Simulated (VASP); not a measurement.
A run of VASP 6.6.1:

Contents of INCAR:

```
PREC     = Accurate       # precision mode
ENCUT    = 520            # plane-wave cutoff, eV
EDIFF    = 1E-7           # SCF threshold, eV
ISMEAR   = 0              # smearing method
SIGMA    = 0.15           # smearing width, eV
LREAL    = F              # projectors in reciprocal space
LASPH    = T              # aspherical terms in the spheres
NELM     = 80             # most SCF steps
ALGO     = Normal         # electronic algorithm
ISIF     = 2              # what is computed and relaxed
LWAVE    = F              # write WAVECAR
LCHARG   = F              # write CHGCAR
GGA      = PS             # functional
NBANDS   = 11             # bands
```

The input KPOINTS:

```
Automatic mesh
0
Gamma
  20 20 20
```

The input POSCAR:

```
Pt
1.0
    0.0000000000      1.9089525000      2.0557950000
    1.9089525000      0.0000000000      2.0557950000
    1.9089525000      1.9089525000      0.0000000000
Pt
1
Direct
    0.0000000000      0.0000000000      0.0000000000
```

Potentials or basis: VASP PAW PBE potentials, release 64 (Pt).

Command:

```console
$ cat potpaw_PBE.64/Pt/POTCAR > POTCAR
$ mpirun -np 1 vasp_std > vasp.out
```

Hardware: 1 thread of Intel Xeon 8259CL, on a shared host.

Q: How long does it take, and how much memory?

A: It took 110 s on 1 thread of Intel Xeon 8259CL, with other jobs on the host, peak memory 0.23 GiB. Counts: scf iterations 12, k points 641.
